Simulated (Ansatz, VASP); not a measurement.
Two plane-wave programs on P

Contents of POSCAR:

```
P
1.0
    3.2170000000      0.0000000000      0.0000000000
   -1.6085000000      2.7860037240      0.0000000000
    0.0000000000      0.0000000000     28.0000000000
P
2
Direct
    0.3333333333      0.6666666667      0.5000000000
    0.6666666667      0.3333333333      0.5000000000
```

INCAR.step1

```
  PREC = Accurate
  ENCUT = 520
  ISMEAR = 0
  SIGMA = 0.02
  LREAL = False
  LASPH = True
  NELM = 80
  LDIPOL = True
  IDIPOL = 3
  DIPOL = 0.5 0.5 0.500
  NBANDS = 12
  GGA = PE
  ALGO = Normal
  EDIFF = 1E-4
  LWAVE = True
  LCHARG = False
```

File INCAR.step2:

```
  PREC = Accurate
  ENCUT = 520
  EDIFF = 1E-7
  ISMEAR = 0
  SIGMA = 0.02
  LREAL = False
  LASPH = True
  NELM = 80
  ALGO = Normal
  ISIF = 2
  LWAVE = False
  LCHARG = True
  LDIPOL = True
  IDIPOL = 3
  DIPOL = 0.5 0.5 0.500
  METAGGA = R2SCAN
  LMIXTAU = True
  LELF = True
  LVHAR = True
  LVACPOTAV = True
  NBANDS = 12
  ISTART = 1
```

The input KPOINTS:

```
Automatic mesh
0
Gamma
  9 9 1
```

Input for Ansatz:

```yaml
crystal:
  lattice:
    - [3.217, 0.0, 0.0]
    - [-1.6085, 2.786003724, 0.0]
    - [0.0, 0.0, 28.0]
  atoms:
    - { symbol: P, position: [0.3333333333, 0.6666666667, 0.5] }
    - { symbol: P, position: [0.6666666667, 0.3333333333, 0.5] }
  periodic: [true, true, false]
basis:
  ecutwfc: 500
kpoints:
  mp_grid: { grid: [9, 9, 1] }
hamiltonian:
  xc: r2scan
scf:
  occupations: { method: gaussian, width: 0.02 }
output:
  forces: true
  stress: true
  eigenvalues: true
```

Alike in both runs: task single point; functional r2SCAN; k mesh 9 × 9 × 1; occupations gaussian, width 0.02 eV; no spin polarisation.

```csv
,VASP,Ansatz
version,VASP 6.6.1,Ansatz 0.2.0
potentials or method,"VASP PAW PBE potentials, release 64 (P), cutoff 520 eV","scalar-relativistic, plane waves, PAW"
valence electrons in the cell,10,10
```

Ansatz gave:

- gap on the k mesh at the Fermi level (eV): none
- work function, face that differs most (eV): 3.52

**Question.** Estimate VASP's values.

**Answer.** gap on the k mesh at the Fermi level (eV): none; work function, face that differs most (eV): 3.50.

VASP's potentials were made for PBE, not for r2SCAN. A gap of «none» marks a metal or a gap that the smearing closes. With one functional, cell and mesh, what is left measures potentials, basis and numerics.
